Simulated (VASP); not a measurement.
# TiC (P6_3/mmc) in VASP: single point with PBE

Aim: the single point of TiC with PBE.

Program: VASP 6.6.1. These are calculated values, not measurements. Logs are shortened: lines on timing, memory, paths and dates and some standing lists are left out, and cuts for length are marked.

## (1) The cell of the first run

It takes space group P6_3/mmc (No. 194, hexagonal). Conventional cell: a = 3.101 Å, b = 3.101 Å, c = 9.783 Å, α = 90.00°, β = 90.00°, γ = 120.00°. Within 2.9 Å of Ti (site symmetry -6m2) lie 6 C at 2.17 Å. Within 2.9 Å of Ti (site symmetry -3m) lie 6 C at 2.17 Å. C (site symmetry 3m) has 6 Ti at 2.17 Å and 1 C at 2.45 Å within 2.9 Å.

## (2) Single point, PBE

The input, POSCAR:

```
TiC
1.0
    3.1011933223      0.0000000000      0.0000000000
   -1.5505966612      2.6857121992      0.0000000000
    0.0000000000      0.0000000000      9.7826732340
Ti C
4 4
Direct
    0.6666666667      0.3333333333      0.7500000000
    0.0000000000      0.0000000000      0.0000000000
    0.3333333333      0.6666666667      0.2500000000
    0.0000000000      0.0000000000      0.5000000000
    0.3333333333      0.6666666667      0.8754597417
    0.6666666667      0.3333333333      0.1245402583
    0.6666666667      0.3333333333      0.3754597417
    0.3333333333      0.6666666667      0.6245402583
```

The input, INCAR.step1:

```
SYSTEM = TiC
PREC = Accurate
ENCUT = 520
EDIFF = 1E-6
ISMEAR = 0
SIGMA = 0.1
LREAL = .FALSE.
LASPH = .TRUE.
NELM = 60
ALGO = Normal
ISIF = 2
LWAVE = .FALSE.
LCHARG = .TRUE.
LMAXMIX = 4
GGA = PE
NBANDS = 42
```

The input, KPOINTS.step1:

```
Automatic mesh
0
G
  12 12 4
  0 0 0
```

The input, INCAR.step2:

```
SYSTEM = TiC
PREC = Accurate
ENCUT = 520
EDIFF = 1E-6
ISMEAR = -5
SIGMA = 0.1
LREAL = .FALSE.
LASPH = .TRUE.
NELM = 60
ALGO = Normal
ISIF = 2
LWAVE = .FALSE.
LCHARG = .FALSE.
LMAXMIX = 4
GGA = PE
LORBIT = 10
NBANDS = 42
NEDOS = 2001
ICHARG = 11
```

The input, KPOINTS.step2:

```
Automatic mesh
0
G
  18 18 6
  0 0 0
```

Potentials or basis: VASP PAW PBE potentials, release 64 (Ti_sv, C).

Launch:

```console
$ cat potpaw_PBE.64/Ti_sv/POTCAR potpaw_PBE.64/C/POTCAR > POTCAR
$ cp INCAR.step1 INCAR
$ cp KPOINTS.step1 KPOINTS
$ mpirun -np 1 vasp_std > vasp.out
$ cp INCAR.step2 INCAR
$ cp KPOINTS.step2 KPOINTS
$ mpirun -np 1 vasp_std > vasp.out
```

OUTCAR:

```text
SYSTEM = TiC
   PREC = Accurate
   ENCUT = 520
   EDIFF = 1E-6
   ISMEAR = -5
   LREAL = .FALSE.
   LASPH = .TRUE.
   NELM = 60
   ISIF = 2
   GGA = PE
   LORBIT = 10
   ICHARG = 11

 ion  position               nearest neighbor table
   1  0.667  0.333  0.750-   5 2.17   8 2.17   5 2.17   8 2.17   5 2.17   8 2.17
   2  0.000  0.000  0.000-   5 2.17   6 2.17   6 2.17   5 2.17   6 2.17   5 2.17
   3  0.333  0.667  0.250-   6 2.17   7 2.17   6 2.17   7 2.17   6 2.17   7 2.17
   4  0.000  0.000  0.500-   7 2.17   8 2.17   7 2.17   8 2.17   7 2.17   8 2.17
   5  0.333  0.667  0.875-   2 2.17   2 2.17   2 2.17   1 2.17   1 2.17   1 2.17
   6  0.667  0.333  0.125-   2 2.17   2 2.17   2 2.17   3 2.17   3 2.17   3 2.17
   7  0.667  0.333  0.375-   4 2.17   4 2.17   4 2.17   3 2.17   3 2.17   3 2.17
   8  0.333  0.667  0.625-   4 2.17   4 2.17   4 2.17   1 2.17   1 2.17   1 2.17

  LATTYP: Found a hexagonal cell.
 ALAT       =     3.1011933223
 C/A-ratio  =     3.1544867467

  Lattice vectors:

 A1 = (   3.1011933223,   0.0000000000,   0.0000000000)
 A2 = (  -1.5505966612,   2.6857121992,   0.0000000000)
 A3 = (   0.0000000000,   0.0000000000,   9.7826732340)

Analysis of symmetry for initial positions (statically):
=====================================================================
 Subroutine PRICEL returns:
 Original cell was already a primitive cell.

 Routine SETGRP: Setting up the symmetry group for a
 hexagonal supercell.

 Subroutine GETGRP returns: Found 24 space group operations
 (whereof 12 operations were pure point group operations)
 out of a pool of 24 trial point group operations.

The static configuration has the point symmetry D_3d.
 The point group associated with its full space group is D_6h.

Analysis of symmetry for dynamics (positions and initial velocities):
=====================================================================
 Subroutine PRICEL returns:
 Original cell was already a primitive cell.

 Routine SETGRP: Setting up the symmetry group for a
 hexagonal supercell.

 Subroutine GETGRP returns: Found 24 space group operations
 (whereof 12 operations were pure point group operations)
 out of a pool of 24 trial point group operations.

The dynamic configuration has the point symmetry D_3d.
 The point group associated with its full space group is D_6h.

 Subroutine INISYM returns: Found 24 space group operations
 (whereof 12 operations are pure point group operations),
 and found     1 'primitive' translations

----------------------------------------------------------------------------------------

                                     Primitive cell

  volume of cell :      81.4790

  direct lattice vectors                    reciprocal lattice vectors
     3.101193322  0.000000000  0.000000000     0.322456518  0.186170357  0.000000000
    -1.550596661  2.685712199  0.000000000     0.000000000  0.372340715  0.000000000
     0.000000000  0.000000000  9.782673234     0.000000000  0.000000000  0.102221548

  length of vectors
     3.101193322  3.101193322  9.782673234     0.372340715  0.372340715  0.102221548

  position of ions in fractional coordinates (direct lattice)
     0.666666667  0.333333333  0.750000000
     0.000000000  0.000000000  0.000000000
     0.333333333  0.666666667  0.250000000
     0.000000000  0.000000000  0.500000000
     0.333333333  0.666666667  0.875459742
     0.666666667  0.333333333  0.124540258
     0.666666667  0.333333333  0.375459742
     0.333333333  0.666666667  0.624540258

  ion indices of the primitive-cell ions
   primitive index   ion index
                 1           1
                 2           2
                 3           3
                 4           4
                 5           5
                 6           6
                 7           7
                 8           8

----------------------------------------------------------------------------------------

 KPOINTS: Automatic mesh

Automatic generation of k-mesh.
 Grid dimensions read from file:
 generate k-points for:   18   18    6

 Generating k-lattice:

  Cartesian coordinates                     Fractional coordinates (reciprocal lattice)
     0.017914251  0.010342798  0.000000000     0.055555556 -0.000000000  0.000000000
     0.000000000  0.020685595  0.000000000     0.000000000  0.055555556  0.000000000
     0.000000000  0.000000000  0.017036925     0.000000000  0.000000000  0.166666667

  Length of vectors
     0.020685595  0.020685595  0.017036925

  Shift w.r.t. Gamma in fractional coordinates (k-lattice)
     0.000000000  0.000000000  0.000000000

 TETIRR: Found   1977 inequivalent tetrahedra from    11664

 Subroutine IBZKPT returns following result:
 ===========================================

 Found    148 irreducible k-points:

 Following reciprocal coordinates:
            Coordinates               Weight
  0.000000  0.000000  0.000000      1.000000
  0.055556  0.000000  0.000000      6.000000
  0.111111  0.000000  0.000000      6.000000
  0.166667  0.000000  0.000000      6.000000
  0.222222 -0.000000  0.000000      6.000000
  0.277778 -0.000000  0.000000      6.000000
[... 16 lines left out ...]
  0.333333  0.111111  0.000000     12.000000
  0.388889  0.111111  0.000000     12.000000
 [... further k-points ...]
   k-points           NKPTS =    148   k-points in BZ     NKDIM =    148   number of bands    NBANDS=     42
   number of dos      NEDOS =   2001   number of ions     NIONS =      8
   total plane-waves  NPLWV =  46080
   dimension x,y,z NGX =    24 NGY =   24 NGZ =   80
   dimension x,y,z NGXF=    48 NGYF=   48 NGZF=  160
   ions per type =               4   4
   NGX,Y,Z   is equivalent  to a cutoff of  12.87, 12.87, 13.60 a.u.
   NGXF,Y,Z  is equivalent  to a cutoff of  25.73, 25.73, 27.19 a.u.
 SYSTEM =  TiC
   PREC   = accura    normal or accurate (medium, high low for compatibility)
   ISTART =      0    job   : 0-new  1-cont  2-samecut
   ICHARG =     11    charge: 1-file 2-atom 10-const
   ISPIN  =      1    spin polarized calculation?
   LNONCOLLINEAR =      F non collinear calculations
   LSORBIT =      F    spin-orbit coupling
   LASPH  =      T    aspherical Exc in radial PAW
   ENCUT  =  520.0 eV  38.22 Ry    6.18 a.u.   5.77  5.77 18.19*2*pi/ulx,y,z
   NELM   =     60;   NELMIN=  2; NELMDL=  0     # of ELM steps
   EDIFF  = 0.1E-05   stopping-criterion for ELM
   LREAL  =      F    real-space projection
   EDIFFG = 0.1E-04   stopping-criterion for IOM
   NSW    =      0    number of steps for IOM
   IBRION =     -1    ionic relax: 0-MD 1-quasi-New 2-CG
   NFREE  =      0    steps in history (QN), initial steepest desc. (CG)
   ISIF   =      2    stress and relaxation
   ISYM   =      2    0-nonsym 1-usesym 2-fastsym
   POTIM  = 0.5000    time-step for ionic-motion
   TEBEG  =    0.0;   TEEND  =   0.0 temperature during run
   PSTRESS=    0.0 pullay stress
   NELECT =      64.0000    total number of electrons
   NUPDOWN=      -1.0000    fix difference up-down
   EMIN   =  10.00;   EMAX   =-10.00  energy-range for DOS
   EFERMI =   0.00;   METHOD = LEGACY
   ISMEAR =    -5;   SIGMA  =   0.10  broadening in eV -4-tet -1-fermi 0-gaus
   EFERMI_NEDOS =   21; number of points for ismear=-14 and -15
   IALGO  =     38    algorithm
   IMIX   =      4    mixing-type and parameters
     AMIX     =   0.40;   BMIX     =  1.00
     AMIX_MAG =   1.60;   BMIX_MAG =  1.00
  volume/ion in A,a.u.               =      10.18        68.73
  Fermi-wavevector in a.u.,A,eV,Ry     =   1.510496  2.854423 31.043021  2.281598
  Thomas-Fermi vector in A             =   2.620678
   LORBIT       =     10    0 simple, 1 ext, 2 COOP (PROOUT), +10 PAW based schemes
   GGA     = PE    functional components
   LHFCALC =     F    Hartree Fock is set to
   AEXX    =    0.0000 exact exchange contribution
   IVDW    =     0    specifies the selected vdW correction
   LEPSILON=     F    determine dielectric tensor
   LRPA    =     F    only Hartree local field effects (RPA)
 non-spin polarized calculation
 Fermi weights with tetrahedron method with Bloechl corrections
  energy-cutoff  :      520.00
  volume of cell :       81.48
 maximum number of plane-waves:      2212
 NGX is ok and might be reduce to    24

 number of electron      64.0000001 magnetization

 Free energy of the ion-electron system (eV)
  ---------------------------------------------------
  ext. energy  EPLUGINS =         0.00000000
  ---------------------------------------------------
  free energy    TOTEN  =       -74.09893726 eV

  energy without entropy =      -74.09893726  energy(sigma->0) =      -74.09893726

 E-fermi :   9.6469     XC(G=0): -12.6767

 val. band max:        9.6317549812   @ k =   0.1111   0.0556   0.1667
 cond. band min:       9.5437163297   @ k =   0.3333   0.1111   0.0000
 fundamental gap:     -0.0880386515
 Fermi energy:         9.6469045819

 k-point     1 :       0.0000    0.0000    0.0000
  band No.  band energies     occupation
      1     -47.1081      2.00000
      2     -47.0699      2.00000
      3     -47.0644      2.00000
      4     -47.0258      2.00000
      5     -23.6310      2.00000
      6     -23.3928      2.00000
[... 34 lines left out ...]
     41      12.0146      0.00000
     42      12.1889      0.00000

 k-point     2 :       0.0556    0.0000    0.0000
  band No.  band energies     occupation
      1     -47.1063      2.00000
      2     -47.0686      2.00000
      3     -47.0631      2.00000
      4     -47.0251      2.00000
      5     -23.6256      2.00000
      6     -23.3949      2.00000
[... 34 lines left out ...]
     41      12.3786      0.00000
     42      12.5233      0.00000

 k-point     3 :       0.1111    0.0000    0.0000
  band No.  band energies     occupation
      1     -47.1010      2.00000
      2     -47.0649      2.00000
      3     -47.0595      2.00000
      4     -47.0231      2.00000
      5     -23.6098      2.00000
      6     -23.4032      2.00000
[... 34 lines left out ...]
     41      12.7741      0.00000
     42      13.0408      0.00000

 k-point     4 :       0.1667    0.0000    0.0000
  band No.  band energies     occupation
      1     -47.0928      2.00000
      2     -47.0592      2.00000
      3     -47.0539      2.00000
      4     -47.0201      2.00000
      5     -23.5847      2.00000
      6     -23.4230      2.00000
[... 844 lines left out ...]
     41      13.1972      0.00000
     42      13.5299      0.00000

 k-point    23 :       0.3333    0.1111    0.0000
  band No.  band energies     occupation
      1     -47.0459      2.00000
      2     -47.0307      2.00000
      3     -47.0256      2.00000
      4     -47.0104      2.00000
      5     -23.5898      2.00000
      6     -23.5377      2.00000
[... 34 lines left out ...]
     41      12.8735      0.00000
     42      13.1263      0.00000

 k-point    24 :       0.3889    0.1111    0.0000
  band No.  band energies     occupation
      1     -47.0385      2.00000
      2     -47.0272      2.00000
      3     -47.0221      2.00000
      4     -47.0108      2.00000
      5     -23.6150      2.00000
      6     -23.5587      2.00000
[... 34 lines left out ...]
     41      13.0119      0.00000
     42      13.1710      0.00000

 [... further k-points ...]
[... 5 lines left out ...]
  --------------------------------------------------------------------------------------
  -------------------------------------------------------------------------------------
  Total        0.1369601      0.1369601      0.1642521     -0.0000000      0.0000000      0.0000000
  in kB        2.6931395      2.6931395      3.2298011     -0.0000000      0.0000000      0.0000000
  external PRESSURE =       2.8720267 kB  Pullay stress =       0.0000000 kB

 VOLUME and BASIS-vectors are now :
 -----------------------------------------------------------------------------
  energy-cutoff  :      520.00
  volume of cell :       81.48
      direct lattice vectors                 reciprocal lattice vectors
     3.101193322  0.000000000  0.000000000     0.322456518  0.186170357  0.000000000
    -1.550596661  2.685712199  0.000000000     0.000000000  0.372340715  0.000000000
     0.000000000  0.000000000  9.782673234     0.000000000  0.000000000  0.102221548

 POSITION                                       TOTAL-FORCE (eV/Angst)
 -----------------------------------------------------------------------------------
      1.55060      0.89524      7.33700         0.000000     -0.000000      0.000000
      0.00000      0.00000      0.00000        -0.000000      0.000000      0.000000
     -0.00000      1.79047      2.44567        -0.000000      0.000000      0.000000
      0.00000      0.00000      4.89134        -0.000000      0.000000      0.000000
     -0.00000      1.79047      8.56434        -0.000000      0.000000      0.010678
      1.55060      0.89524      1.21834        -0.000000      0.000000     -0.010678
      1.55060      0.89524      3.67300        -0.000000      0.000000      0.010678
     -0.00000      1.79047      6.10967        -0.000000     -0.000000     -0.010678
 -----------------------------------------------------------------------------------
    total drift:                               -0.000000      0.000000      0.000000

  FREE ENERGIE OF THE ION-ELECTRON SYSTEM (eV)
  ---------------------------------------------------
  free  energy   TOTEN  =       -74.0989372555 eV

  energy  without entropy=      -74.0989372555  energy(sigma->0) =      -74.09893726

 total charge

# of ion       s       p       d       tot
------------------------------------------
    1        2.198   6.234   1.978  10.410
    2        2.197   6.241   1.964  10.403
    3        2.198   6.234   1.978  10.410
    4        2.197   6.241   1.964  10.403
    5        0.897   1.492   0.000   2.389
    6        0.897   1.492   0.000   2.389
    7        0.897   1.492   0.000   2.389
    8        0.897   1.492   0.000   2.389
--------------------------------------------------
tot         12.378  30.919   7.886  51.183
```

Wall time 7.8 min (1 thread of Intel Xeon Platinum 8259CL at 2.50GHz (Skylake/Cascade Lake), shared host); peak memory 0.46 GiB.

What came out:

```yaml
Valence_electrons_inside_the_program's_atomic_spheres: Ti 10.41, 10.40 (each value once); C 2.39
```

Caveat: tetrahedron occupations give inexact forces and stress in metals.
